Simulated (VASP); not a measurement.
Set up this calculation in VASP 6.6.1, as the native input.

| Item | Value |
| --- | --- |
| Task | electric field gradients |
| Functional | LDA |
| Potentials or basis | VASP PAW LDA potentials, release 64 (C) |
| Cutoff | 520 eV |
| k mesh | 20 × 20 × 20 |
| Occupations | fermi-dirac, width 0.08 eV |
| Spin | no spin polarisation |
| Dipole correction | no |
| Further INCAR settings | ALGO = Normal; EDIFF = 1e-08; NBANDS = 11 |

The structure of C lies in POSCAR:

```
C
1.0
    0.0000000000      1.8183775075      1.8183775075
    1.8183775075      0.0000000000      1.8183775075
    1.8183775075      1.8183775075      0.0000000000
C
2
Direct
    0.5000000000      0.5000000000      0.5000000000
    0.7500000000      0.7500000000      0.7500000000
```

This cell differs from its parent crystal: volume scaled by 1.06.

One way to write it, as run:

INCAR

```
PREC     = Accurate       # precision mode
ENCUT    = 520            # plane-wave cutoff, eV
EDIFF    = 1E-8           # SCF threshold, eV
ISMEAR   = -1             # smearing method
SIGMA    = 0.08           # smearing width, eV
LREAL    = False          # projectors in reciprocal space
LASPH    = True           # aspherical terms in the spheres
NELM     = 60             # most SCF steps
ALGO     = Normal         # electronic algorithm
ISIF     = 2              # what is computed and relaxed
LWAVE    = False          # write WAVECAR
LCHARG   = False          # write CHGCAR
GGA      = CA             # functional
LEFG     = True         
NBANDS   = 11             # bands
```

KPOINTS

```
Automatic mesh
0
Gamma
  20 20 20
```

Potentials or basis: VASP PAW LDA potentials, release 64 (C).

Command:

```sh
$ cat potpaw_LDA.64/C/POTCAR > POTCAR
$ mpirun -np 1 vasp_std > vasp.out
```

It gave:

| Item | Value |
| --- | --- |
| Pressure | -33.8 GPa |
| Band gap on the k mesh | 3.96 eV, indirect (least direct gap 5.38 eV) |

Caveat: without QUAD_EFG the Cq values of the log hold for a quadrupole moment of 1 mb, not for the nuclei.

Wall time 18 s on 1 thread of AMD EPYC 9R14 (Zen 4) (shared host), peak memory 0.1 GiB.
